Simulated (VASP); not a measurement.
Write the native input for VASP 6.6.1 that does the following.

| Property | Result |
| --- | --- |
| Task | single point |
| Functional | r2SCAN |
| Potentials or basis | VASP PAW PBE potentials, release 64 (Ga_d) |
| Cutoff | 520 eV |
| k mesh | 10 × 10 × 8 |
| Occupations | fermi-dirac, width 0.05 eV |
| Spin | no spin polarisation |
| Dipole correction | no |
| Further INCAR settings | ALGO = Normal; EDIFF = 1e-07; NBANDS = 20 |

The system is Ga.

```
Ga
1.0
     1.46908   -4.11849    0.00000
     1.46908    4.11849    0.00000
     0.00000    0.00000    3.21172
Ga
2
Direct
  0.13300 0.86700 0.75000
  0.86700 0.13300 0.25000
```

These files were run (other wordings do the same):

POSCAR

```
Ga
1.0
    1.4690811355     -4.1184929765      0.0000000000
    1.4690811355      4.1184929765      0.0000000000
    0.0000000000      0.0000000000      3.2117153101
Ga
2
Direct
    0.1330000000      0.8670000000      0.7500000000
    0.8670000000      0.1330000000      0.2500000000
```

INCAR.step1

```
PREC     = Accurate       # precision mode
ENCUT    = 520            # plane-wave cutoff, eV
ISMEAR   = -1             # smearing method
SIGMA    = 0.05           # smearing width, eV
LREAL    = F              # projectors in reciprocal space
LASPH    = T              # aspherical terms in the spheres
NELM     = 60             # most SCF steps
NBANDS   = 20             # bands
GGA      = PE             # functional
ALGO     = Normal         # electronic algorithm
EDIFF    = 1E-4           # SCF threshold, eV
LWAVE    = T              # write WAVECAR
LCHARG   = F              # write CHGCAR
```

INCAR.step2

```
PREC     = Accurate       # precision mode
ENCUT    = 520            # plane-wave cutoff, eV
EDIFF    = 1E-7           # SCF threshold, eV
ISMEAR   = -1             # smearing method
SIGMA    = 0.05           # smearing width, eV
LREAL    = F              # projectors in reciprocal space
LASPH    = T              # aspherical terms in the spheres
NELM     = 60             # most SCF steps
ALGO     = Normal         # electronic algorithm
ISIF     = 2              # what is computed and relaxed
LWAVE    = F              # write WAVECAR
LCHARG   = F              # write CHGCAR
METAGGA  = R2SCAN         # meta-GGA
LMIXTAU  = T            
NBANDS   = 20             # bands
ISTART   = 1
```

KPOINTS

```
regular mesh
0
Gamma
  10 10 8
```

Potentials or basis: VASP PAW PBE potentials, release 64 (Ga_d).

Run with:

```console
$ cat potpaw_PBE.64/Ga_d/POTCAR > POTCAR
$ cp INCAR.step1 INCAR
$ mpirun -np 1 vasp_std > vasp.out
$ cp INCAR.step2 INCAR
$ mpirun -np 1 vasp_std > vasp.out
```

It gave:

```
Pressure               : -3.5 GPa
Largest force          : 0.229 eV/Å
Band gap on the k mesh : zero (band 13 reaches 10.42 eV, above the bottom of band 14 at 0.92 eV)
```

Caveat: the PAW data sets were made with another functional, which shifts forces and pressure a little.

Run time: 2.9 min on 1 thread of Intel(R) Xeon(R) 6975P-C (Granite Rapids), on a shared host, peak memory 0.24 GiB.
